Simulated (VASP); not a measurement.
A run of VASP 6.6.1 is set up as follows.

The input INCAR:

```
SYSTEM = SnSe
PREC = Accurate
ENCUT = 520
EDIFF = 1E-6
ISMEAR = 1
SIGMA = 0.025
LREAL = .False.
LASPH = .True.
NELM = 100
ALGO = Normal
ISIF = 2
LWAVE = .False.
LCHARG = .True.
GGA = RE
IVDW = 13
LELF = .True.
LVHAR = .True.
NBANDS = 17
```

File KPOINTS:

```
regular mesh
0
Gamma
  8 8 8
  0 0 0
```

POSCAR

```
SnSe
1.0
    0.0000000000      2.9775006809      2.9775006809
    2.9775006809      0.0000000000      2.9775006809
    2.9775006809      2.9775006809      0.0000000000
Sn Se
1 1
Direct
    0.0000000000      0.0000000000      0.0000000000
    0.5000000000      0.5000000000      0.5000000000
```

Potentials or basis: VASP PAW PBE potentials, release 64 (Sn_d, Se).

Command:

```bash
$ cat potpaw_PBE.64/Sn_d/POTCAR potpaw_PBE.64/Se/POTCAR > POTCAR
$ mpirun -np 1 vasp_std > vasp.out
```

Q: Estimate the pressure.

A: 0.0 GPa.

Q: Estimate the band gap on the k mesh.

A: 0.70 eV, direct.

Q: Estimate the dispersion energy per atom.

A: -0.652 eV.

Caveat: the PAW data sets were made with another functional, which shifts forces and pressure a little; spin-orbit coupling is left out, which moves the levels of the heavy elements. A k mesh can miss the band edges.
